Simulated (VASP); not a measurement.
# RbBr (I-4m2) in VASP: further runs

RbBr is run at these levels: PBE, r2SCAN, HSE06; tasks: single point.

Program: VASP 6.6.1. These are calculated values, not measurements. Logs are shortened: lines on timing, memory, paths and dates and some standing lists are left out, and cuts for length are marked.

## Step 1: The cell of the first run

It takes space group I-4m2 (No. 119, tetragonal). The conventional cell has a = 5.472 Å, b = 5.472 Å, c = 7.923 Å, α = 90.00°, β = 90.00°, γ = 90.00°. Rb (site symmetry -4m2) has 4 Br at 3.38 Å within 4.4 Å. Br (site symmetry -4m2) has 4 Rb at 3.38 Å within 4.4 Å.

## Step 2: Single point, PBE (uniaxial x strain +2.4%)

The input, INCAR:

```
SYSTEM = RbBr
PREC = Accurate
ENCUT = 520
EDIFF = 1E-7
ISMEAR = -1
SIGMA = 0.02
LREAL = .FALSE.
LASPH = .TRUE.
NELM = 100
ALGO = Normal
ISIF = 2
LWAVE = .FALSE.
LCHARG = .FALSE.
GGA = PE
NBANDS = 15
```

The input, KPOINTS:

```
Automatic mesh
0
G
  6 6 6
  0 0 0
```

The input, POSCAR:

```
RbBr
1.0
    0.0000000000      3.8694967757      3.8694967757
    3.9615907990      0.0000000000      3.8694967757
    3.9615907990      3.8694967757      0.0000000000
Rb Br
1 1
Direct
    0.0000000000      0.0000000000      0.0000000000
    0.2500000000      0.2500000000      0.2500000000
```

Potentials or basis: VASP PAW PBE potentials, release 64 (Rb_sv, Br).

Launch:

```bash
> cat potpaw_PBE.64/Rb_sv/POTCAR potpaw_PBE.64/Br/POTCAR > POTCAR
> mpirun -np 1 vasp_std > vasp.out
```

OUTCAR:

```text
SYSTEM = RbBr
   PREC = Accurate
   ENCUT = 520
   EDIFF = 1E-7
   ISMEAR = -1
   LREAL = .FALSE.
   LASPH = .TRUE.
   NELM = 100
   ISIF = 2
   GGA = PE

 ion  position               nearest neighbor table
   1  0.000  0.000  0.000-   2 3.38   2 3.38   2 3.38   2 3.38
   2  0.250  0.250  0.250-   1 3.38   1 3.38   1 3.38   1 3.38

  LATTYP: Found a body centered tetragonal cell.
 ALAT       =     5.4722948198
 C/A-ratio  =     1.4478718452

  Lattice vectors:

 A1 = (   3.9615907990,   0.0000000000,   3.8694967757)
 A2 = (   3.9615907990,   0.0000000000,  -3.8694967757)
 A3 = (  -3.9615907990,   3.8694967757,   0.0000000000)

Analysis of symmetry for initial positions (statically):
=====================================================================
 Subroutine PRICEL returns:
 Original cell was already a primitive cell.

 Routine SETGRP: Setting up the symmetry group for a
 body centered tetragonal supercell.

 Subroutine GETGRP returns: Found  8 space group operations
 (whereof  8 operations were pure point group operations)
 out of a pool of 16 trial point group operations.

The static configuration has the point symmetry D_2d.

Analysis of symmetry for dynamics (positions and initial velocities):
=====================================================================
 Subroutine PRICEL returns:
 Original cell was already a primitive cell.

 Routine SETGRP: Setting up the symmetry group for a
 body centered tetragonal supercell.

 Subroutine GETGRP returns: Found  8 space group operations
 (whereof  8 operations were pure point group operations)
 out of a pool of 16 trial point group operations.

The dynamic configuration has the point symmetry D_2d.

 Subroutine INISYM returns: Found  8 space group operations
 (whereof  8 operations are pure point group operations),
 and found     1 'primitive' translations

----------------------------------------------------------------------------------------

                                     Primitive cell

  volume of cell :     118.6338

  direct lattice vectors                    reciprocal lattice vectors
     0.000000000  3.869496776  3.869496776    -0.126211925  0.129215769  0.129215769
     3.961590799  0.000000000  3.869496776     0.126211925 -0.129215769  0.129215769
     3.961590799  3.869496776  0.000000000     0.126211925  0.129215769 -0.129215769

  length of vectors
     5.472294820  5.537798024  5.537798024     0.222087550  0.222087550  0.222087550

  position of ions in fractional coordinates (direct lattice)
     0.000000000  0.000000000  0.000000000
     0.250000000  0.250000000  0.250000000

  ion indices of the primitive-cell ions
   primitive index   ion index
                 1           1
                 2           2

----------------------------------------------------------------------------------------

 KPOINTS: Automatic mesh

Automatic generation of k-mesh.
 Grid dimensions read from file:
 generate k-points for:    6    6    6

 Generating k-lattice:

  Cartesian coordinates                     Fractional coordinates (reciprocal lattice)
    -0.021035321  0.021535961  0.021535961     0.166666667  0.000000000  0.000000000
     0.021035321 -0.021535961  0.021535961     0.000000000  0.166666667  0.000000000
     0.021035321  0.021535961 -0.021535961     0.000000000  0.000000000  0.166666667

  Length of vectors
     0.037014592  0.037014592  0.037014592

  Shift w.r.t. Gamma in fractional coordinates (k-lattice)
     0.000000000  0.000000000  0.000000000

 Subroutine IBZKPT returns following result:
 ===========================================

 Found     30 irreducible k-points:

 Following reciprocal coordinates:
            Coordinates               Weight
  0.000000  0.000000  0.000000      1.000000
  0.166667  0.000000  0.000000      8.000000
  0.333333  0.000000  0.000000      8.000000
  0.500000  0.000000  0.000000      4.000000
  0.166667  0.166667  0.000000      4.000000
  0.333333  0.166667  0.000000     16.000000
[... 16 lines left out ...]
 -0.333333  0.500000  0.166667      4.000000
  0.333333 -0.333333  0.166667      8.000000
 [... further k-points ...]
   k-points           NKPTS =     30   k-points in BZ     NKDIM =     30   number of bands    NBANDS=     15
   number of dos      NEDOS =    301   number of ions     NIONS =      2
   total plane-waves  NPLWV =  74088
   dimension x,y,z NGX =    42 NGY =   42 NGZ =   42
   dimension x,y,z NGXF=    84 NGYF=   84 NGZF=   84
   ions per type =               1   1
   NGX,Y,Z   is equivalent  to a cutoff of  12.76, 12.61, 12.61 a.u.
   NGXF,Y,Z  is equivalent  to a cutoff of  25.52, 25.22, 25.22 a.u.
 SYSTEM =  RbBr
   PREC   = accura    normal or accurate (medium, high low for compatibility)
   ISTART =      0    job   : 0-new  1-cont  2-samecut
   ICHARG =      2    charge: 1-file 2-atom 10-const
   ISPIN  =      1    spin polarized calculation?
   LNONCOLLINEAR =      F non collinear calculations
   LSORBIT =      F    spin-orbit coupling
   LASPH  =      T    aspherical Exc in radial PAW
   ENCUT  =  520.0 eV  38.22 Ry    6.18 a.u.  10.17 10.30 10.30*2*pi/ulx,y,z
   NELM   =    100;   NELMIN=  2; NELMDL= -5     # of ELM steps
   EDIFF  = 0.1E-06   stopping-criterion for ELM
   LREAL  =      F    real-space projection
   EDIFFG = 0.1E-05   stopping-criterion for IOM
   NSW    =      0    number of steps for IOM
   IBRION =     -1    ionic relax: 0-MD 1-quasi-New 2-CG
   NFREE  =      0    steps in history (QN), initial steepest desc. (CG)
   ISIF   =      2    stress and relaxation
   ISYM   =      2    0-nonsym 1-usesym 2-fastsym
   POTIM  = 0.5000    time-step for ionic-motion
   TEBEG  =    0.0;   TEEND  =   0.0 temperature during run
   PSTRESS=    0.0 pullay stress
   NELECT =      16.0000    total number of electrons
   NUPDOWN=      -1.0000    fix difference up-down
   EMIN   =  10.00;   EMAX   =-10.00  energy-range for DOS
   EFERMI =   0.00;   METHOD = LEGACY
   ISMEAR =    -1;   SIGMA  =   0.02  broadening in eV -4-tet -1-fermi 0-gaus
   EFERMI_NEDOS =   21; number of points for ismear=-14 and -15
   IALGO  =     38    algorithm
   IMIX   =      4    mixing-type and parameters
     AMIX     =   0.40;   BMIX     =  1.00
     AMIX_MAG =   1.60;   BMIX_MAG =  1.00
  volume/ion in A,a.u.               =      59.32       400.29
  Fermi-wavevector in a.u.,A,eV,Ry     =   0.839548  1.586515  9.589931  0.704840
  Thomas-Fermi vector in A             =   1.953784
   LORBIT       =      0    0 simple, 1 ext, 2 COOP (PROOUT), +10 PAW based schemes
   GGA     = PE    functional components
   LHFCALC =     F    Hartree Fock is set to
   AEXX    =    0.0000 exact exchange contribution
   IVDW    =     0    specifies the selected vdW correction
   LEPSILON=     F    determine dielectric tensor
   LRPA    =     F    only Hartree local field effects (RPA)
 non-spin polarized calculation
  energy-cutoff  :      520.00
  volume of cell :      118.63
 maximum number of plane-waves:      3218
 NGX is ok and might be reduce to    42
   NGX = 21   NGY = 21   NGZ = 21

 number of electron      16.0000000 magnetization

 Free energy of the ion-electron system (eV)
  ---------------------------------------------------
  ext. energy  EPLUGINS =         0.00000000
  ---------------------------------------------------
  free energy    TOTEN  =        -5.92896279 eV

  energy without entropy =       -5.92896279  energy(sigma->0) =       -5.92896279

 E-fermi :  -2.6139     XC(G=0):  -5.6602

 val. band max:       -3.1238227809   @ k =   0.0000   0.5000   0.5000
 cond. band min:       0.9091168682   @ k =   0.0000   0.0000   0.0000
 fundamental gap:      4.0329396492
 Fermi energy:        -2.6139053382

 k-point     1 :       0.0000    0.0000    0.0000
  band No.  band energies     occupation
      1     -27.7799      2.00000
      2     -14.9939      2.00000
      3     -11.8834      2.00000
      4     -11.8834      2.00000
      5     -11.8804      2.00000
      6      -3.2151      2.00000
      7      -3.2069      2.00000
      8      -3.2069      2.00000
      9       0.9091      0.00000
     10       4.9099      0.00000
     11       5.0635      0.00000
     12       5.8386      0.00000
     13       5.9578      0.00000
     14       5.9578      0.00000
     15       6.8150      0.00000

 k-point     2 :       0.1667    0.0000    0.0000
  band No.  band energies     occupation
      1     -27.7794      2.00000
      2     -15.0040      2.00000
      3     -11.8860      2.00000
      4     -11.8847      2.00000
      5     -11.8709      2.00000
      6      -3.2783      2.00000
      7      -3.2025      2.00000
      8      -3.1950      2.00000
      9       1.2914      0.00000
     10       4.6841      0.00000
     11       4.7952      0.00000
     12       5.5453      0.00000
     13       6.0794      0.00000
     14       6.3244      0.00000
     15       6.3907      0.00000

 k-point     3 :       0.3333    0.0000    0.0000
  band No.  band energies     occupation
      1     -27.7785      2.00000
      2     -15.0238      2.00000
      3     -11.8910      2.00000
      4     -11.8905      2.00000
      5     -11.8495      2.00000
      6      -3.3806      2.00000
      7      -3.1844      2.00000
      8      -3.1719      2.00000
      9       2.1780      0.00000
     10       4.3251      0.00000
     11       4.5674      0.00000
     12       4.6451      0.00000
     13       5.9425      0.00000
     14       6.1979      0.00000
     15       6.2370      0.00000

 k-point     4 :       0.5000    0.0000    0.0000
  band No.  band energies     occupation
      1     -27.7780      2.00000
      2     -15.0336      2.00000
      3     -11.8935      2.00000
      4     -11.8934      2.00000
      5     -11.8392      2.00000
      6      -3.4180      2.00000
      7      -3.1758      2.00000
      8      -3.1607      2.00000
      9       3.0690      0.00000
     10       3.3015      0.00000
     11       4.5917      0.00000
     12       4.6707      0.00000
     13       5.9520      0.00000
     14       6.0328      0.00000
     15       6.4574      0.00000
[... 307 lines left out ...]
 k-point    22 :       0.3333    0.5000    0.1667
  band No.  band energies     occupation
      1     -27.7779      2.00000
      2     -15.0359      2.00000
      3     -11.9135      2.00000
      4     -11.8977      2.00000
      5     -11.8151      2.00000
      6      -3.3975      2.00000
      7      -3.2088      2.00000
      8      -3.1604      2.00000
      9       2.7343      0.00000
     10       3.6509      0.00000
     11       4.4809      0.00000
     12       5.0347      0.00000
     13       6.1575      0.00000
     14       6.3183      0.00000
     15       6.6610      0.00000

 k-point    23 :      -0.3333    0.5000    0.1667
  band No.  band energies     occupation
      1     -27.7774      2.00000
      2     -15.0458      2.00000
      3     -11.9150      2.00000
      4     -11.9116      2.00000
      5     -11.7935      2.00000
      6      -3.4193      2.00000
      7      -3.2234      2.00000
      8      -3.1326      2.00000
      9       2.8754      0.00000
     10       3.5639      0.00000
     11       5.1045      0.00000
     12       5.3975      0.00000
     13       5.5943      0.00000
     14       5.8309      0.00000
     15       6.7068      0.00000

 k-point    24 :       0.3333   -0.3333    0.1667
  band No.  band energies     occupation
      1     -27.7776      2.00000
      2     -15.0421      2.00000
      3     -11.9201      2.00000
      4     -11.9014      2.00000
      5     -11.8022      2.00000
      6      -3.3741      2.00000
      7      -3.2509      2.00000
      8      -3.1509      2.00000
      9       2.9767      0.00000
     10       3.5844      0.00000
     11       4.4960      0.00000
     12       5.0354      0.00000
     13       6.0177      0.00000
     14       6.2144      0.00000
     15       6.7528      0.00000

 [... further k-points ...]
[... 5 lines left out ...]
  --------------------------------------------------------------------------------------
  -------------------------------------------------------------------------------------
  Total       -0.0183963     -0.0032163     -0.0032163     -0.0000000      0.0000000     -0.0000000
  in kB       -0.2484459     -0.0434372     -0.0434372     -0.0000000      0.0000000     -0.0000000
  external PRESSURE =      -0.1117734 kB  Pullay stress =       0.0000000 kB

 VOLUME and BASIS-vectors are now :
 -----------------------------------------------------------------------------
  energy-cutoff  :      520.00
  volume of cell :      118.63
      direct lattice vectors                 reciprocal lattice vectors
     0.000000000  3.869496776  3.869496776    -0.126211925  0.129215769  0.129215769
     3.961590799  0.000000000  3.869496776     0.126211925 -0.129215769  0.129215769
     3.961590799  3.869496776  0.000000000     0.126211925  0.129215769 -0.129215769

 POSITION                                       TOTAL-FORCE (eV/Angst)
 -----------------------------------------------------------------------------------
      0.00000      0.00000      0.00000        -0.000000     -0.000000     -0.000000
      1.98080      1.93475      1.93475         0.000000      0.000000      0.000000
 -----------------------------------------------------------------------------------
    total drift:                                0.000000      0.000000      0.000000

  FREE ENERGIE OF THE ION-ELECTRON SYSTEM (eV)
  ---------------------------------------------------
  free  energy   TOTEN  =        -5.9289627911 eV

  energy  without entropy=       -5.9289627911  energy(sigma->0) =       -5.92896279
```

Run time: 68 s. Hardware: 1 thread of Intel Xeon Platinum 8488C (Sapphire Rapids), shared host; peak memory 0.27 GiB.

What came out:

```yaml
Free_energy: -5.9290 eV
Pressure: 0.0 GPa
Band_gap_on_the_k_mesh: 4.03 eV (least direct gap 4.12 eV)
```

Caveat: the cell differs from its parent crystal (uniaxial x strain +2.4%); the structure was generated, so it needn't be the stable form of RbBr.

## Step 3: Single point, r2SCAN (uniaxial x strain +2.4%)

POSCAR is that of step 2.

The input, INCAR.step1:

```
PREC = Accurate
ENCUT = 520
ISMEAR = 0
SIGMA = 0.01
LREAL = False
LASPH = True
NELM = 60
NBANDS = 15
GGA = PE
ALGO = Normal
EDIFF = 1E-4
LWAVE = True
LCHARG = False
```

The input, INCAR.step2:

```
PREC = Accurate
ENCUT = 520
EDIFF = 1E-6
ISMEAR = 0
SIGMA = 0.01
LREAL = False
LASPH = True
NELM = 60
ALGO = Normal
ISIF = 2
LWAVE = False
LCHARG = False
METAGGA = R2SCAN
LMIXTAU = True
NBANDS = 15
ISTART = 1
```

The input, KPOINTS:

```
Automatic mesh
0
Gamma
  6 6 6
```

Potentials or basis: VASP PAW PBE potentials, release 64 (Rb_sv, Br).

Launch:

```bash
> cat potpaw_PBE.64/Rb_sv/POTCAR potpaw_PBE.64/Br/POTCAR > POTCAR
> cp INCAR.step1 INCAR
> mpirun -np 1 vasp_std > vasp.out
> cp INCAR.step2 INCAR
> mpirun -np 1 vasp_std > vasp.out
```

It took 4.1 min on 1 thread of Intel Xeon Platinum 8488C (Sapphire Rapids), shared host; peak memory 0.31 GiB.

Results (log left out):

- Free energy: -30.8775 eV
- Pressure: -0.2 GPa
- Band gap on the k mesh: 4.62 eV (least direct gap 4.70 eV)

Levels at points of the mesh, in eV from the valence-band top:
| k point | band 6 | band 7 | band 8 | band 9 | band 10 | band 11 |
| --- | --- | --- | --- | --- | --- | --- |
| (0.00, 0.00, 0.00) | -0.09 | -0.08 | -0.08 | 4.62 | 8.76 | 8.93 |
| (0.50, 0.00, 0.00) | -0.28 | -0.05 | -0.04 | 6.88 | 6.91 | 8.39 |
| (0.50, 0.50, 0.00) | -0.36 | -0.02 | -0.01 | 6.38 | 7.26 | 9.27 |
| (0.00, 0.50, 0.50) | -0.37 | 0.00 | 0.00 | 6.35 | 7.24 | 9.16 |

Caveat: the cell differs from its parent crystal (uniaxial x strain +2.4%); the structure was generated, so it needn't be the stable form of RbBr; the PAW data sets were made with another functional, which shifts forces and pressure a little. A k mesh can miss the band edges.

## Step 4: Single point, HSE06 (uniaxial x strain +2.4%)

POSCAR is that of step 3.

The input, INCAR.step1:

```
PREC     = Accurate       # precision mode
ENCUT    = 520            # plane-wave cutoff, eV
EDIFF    = 1E-5           # SCF threshold, eV
ISMEAR   = 0              # smearing method
SIGMA    = 0.01           # smearing width, eV
LREAL    = False          # projectors in reciprocal space
LASPH    = True           # aspherical terms in the spheres
NELM     = 80             # most SCF steps
ALGO     = Normal         # electronic algorithm
ISIF     = 2              # what is computed and relaxed
LWAVE    = True           # write WAVECAR
LCHARG   = False          # write CHGCAR
GGA      = PE             # functional
NBANDS   = 15             # bands
```

The input, INCAR.step2:

```
PREC     = Accurate       # precision mode
ENCUT    = 520            # plane-wave cutoff, eV
EDIFF    = 1E-7           # SCF threshold, eV
ISMEAR   = 0              # smearing method
SIGMA    = 0.01           # smearing width, eV
LREAL    = False          # projectors in reciprocal space
LASPH    = True           # aspherical terms in the spheres
NELM     = 80             # most SCF steps
ALGO     = Normal         # electronic algorithm
ISIF     = 2              # what is computed and relaxed
LWAVE    = False          # write WAVECAR
LCHARG   = False          # write CHGCAR
GGA      = PE             # functional
LHFCALC  = True           # exact exchange
HFSCREEN = 0.2079         # screening, 1/A
PRECFOCK = Normal       
ISTART   = 1            
NBANDS   = 15             # bands
```

The input, KPOINTS:

```
Automatic mesh
0
Gamma
  4 4 4
```

Launch:

```bash
> cat potpaw_PBE.64/Rb_sv/POTCAR potpaw_PBE.64/Br/POTCAR > POTCAR
> cp INCAR.step1 INCAR
> mpirun -np 1 vasp_std > vasp.out
> cp INCAR.step2 INCAR
> mpirun -np 1 vasp_std > vasp.out
```

Run time: 25 min. Hardware: 1 thread of Intel Xeon Platinum 8488C (Sapphire Rapids), shared host; peak memory 0.38 GiB.

It converged, with:

```yaml
Free_energy: -6.8748 eV
Pressure: -0.1 GPa
Band_gap_on_the_k_mesh: 5.13 eV (least direct gap 5.21 eV)
```

Levels at points of the mesh, in eV from the valence-band top:
```
           k point  band 6  band 7  band 8  band 9  band 10  band 11
(0.00, 0.00, 0.00)   -0.09   -0.08   -0.08    5.13     9.34     9.50
(0.50, 0.00, 0.00)   -0.29   -0.05   -0.04    7.36     7.52     8.94
(0.50, 0.50, 0.00)   -0.38   -0.02   -0.01    6.99     7.83     9.63
(0.00, 0.50, 0.50)   -0.39    0.00    0.00    6.95     7.81     9.53
```

Caveat: the cell differs from its parent crystal (uniaxial x strain +2.4%); the structure was generated, so it needn't be the stable form of RbBr; the PAW data sets were made with another functional, which shifts forces and pressure a little. A k mesh can miss the band edges.

## Step 5: Summary

| level | k mesh | smearing | grid for exact exchange (PRECFOCK) | share of exact exchange | screening parameter | gap on the mesh (eV) | pressure (GPa) |
| --- | --- | --- | --- | --- | --- | --- | --- |
| PBE | 6 × 6 × 6 | fermi-dirac 0.02 eV | - | - | - | 4.03 | 0.0 |
| r2SCAN | 6 × 6 × 6 | gaussian 0.01 eV | - | - | - | 4.62 | -0.2 |
| HSE06 | 4 × 4 × 4 | gaussian 0.01 eV | Normal | 0.25 | 0.2079 1/Å | 5.13 | -0.1 |

Alike in all rows: task single point; potentials or basis VASP PAW PBE potentials, release 64 (Rb_sv, Br); no spin polarisation; cell as given; cutoff (eV) 520.

Caveats: the structure was generated, so it needn't be the stable form of RbBr; the PAW data sets were made with another functional, which shifts forces and pressure a little (at least some runs).

Total energies depend on the potentials used, so only differences within one code and one set of settings carry meaning.
